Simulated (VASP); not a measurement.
Input of a VASP 6.6.1 run:

Contents of INCAR:

```
SYSTEM = InSe
ALGO = Normal ; EDIFF = 1E-6
ENCUT = 500 ; GGA = CA
GGA_COMPAT = .FALSE. ; ISIF = 2
ISMEAR = 0 ; LASPH = .TRUE.
LCHARG = .TRUE. ; LELF = .TRUE.
LREAL = .FALSE. ; LVHAR = .TRUE.
LWAVE = .FALSE. ; NBANDS = 27
NELM = 120 ; PREC = Accurate
SIGMA = 0.02
```

File KPOINTS:

```
k-points
0
G
  8 8 6
  0 0 0
```

The input POSCAR:

```
InSe
1.0
    5.8399434895     -2.0416604075      0.1086390171
    5.8399434895      2.0416604075      0.1086390171
   -1.6382741522      0.0000000000      4.1070706330
In Se
2 2
Direct
    0.1151275539      0.1151275539      0.9810253477
    0.8848724461      0.8848724461      0.0189746523
    0.3474486900      0.3474486900      0.3672886639
    0.6525513100      0.6525513100      0.6327113361
```

Potentials or basis: VASP PAW LDA potentials, release 64 (In_d, Se).

Command:

```console
$ cat potpaw_LDA.64/In_d/POTCAR potpaw_LDA.64/Se/POTCAR > POTCAR
$ mpirun -np 1 vasp_std > vasp.out
```

Question: Estimate the band gap on the k mesh.

Answer: 0.50 eV (least direct gap 0.98 eV).

Question: What does it give for the largest force?

Answer: 0.022 eV/Å.

Question: Estimate the pressure.

Answer: 0.2 GPa.

Forces in eV/Å, atoms in the order of the input:
```
In  -0.017  0.000  0.005
In   0.017  0.000 -0.005
Se   0.000  0.000  0.022
Se   0.000  0.000 -0.022
```

Caveat: spin-orbit coupling is left out, which moves the levels of the heavy elements. A k mesh can miss the band edges.
